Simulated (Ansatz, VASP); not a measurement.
One calculation of BeZn7O8, two programs

```
Be Zn O
1.0
     3.20051   -0.01538    5.18934
     3.20051    0.01538   -5.18934
    -3.20051    5.55546   -0.01662
Be Zn O
1 7 8
Direct
  0.16859 0.16285 0.33144
  0.16429 0.16305 0.83571
  0.66563 0.66721 0.33285
  0.67266 0.67142 0.83571
  0.09112 0.58658 0.17388
  0.58730 0.08276 0.17388
  0.09218 0.56847 0.66065
  0.56965 0.08953 0.65917
  0.32977 0.99745 0.32723
  0.85517 0.47922 0.33439
  0.35503 0.96967 0.83565
  0.86598 0.48061 0.83565
  0.26158 0.36897 0.18552
  0.26898 0.36059 0.62957
  0.81655 0.92395 0.18552
  0.76352 0.89967 0.66319
```

Alike in both runs: functional PBE; k mesh 6 × 6 × 6; occupations gaussian, width 0.02 eV; no spin polarisation.

Ansatz relaxed the structure, and its values are those at the end. VASP's run is a single point on that final structure, the one shown.

|  | VASP | Ansatz |
| --- | --- | --- |
| version | VASP 6.6.1 | Ansatz 0.2.0 |
| potentials or method | VASP PAW PBE potentials, release 64 (Be, Zn, O), cutoff 520 eV | scalar-relativistic, plane waves, PAW |
| valence electrons in the cell | 134 | 134 |

|  | VASP | Ansatz | Ansatz less VASP |
| --- | --- | --- | --- |
| gap on the k mesh at the Fermi level (eV) | 1.09 | 1.10 | +0.012 |
| least direct gap on the mesh (eV) | 1.09 | 1.10 | +0.012 |
| pressure (GPa) | 0.9 | 0.0 | -0.85 |
| rms of the force components (eV/Å) | 0.014 | 0.000 | -0.0132 |

The functional is the same, so the differences come from potentials, cutoffs and numerics.
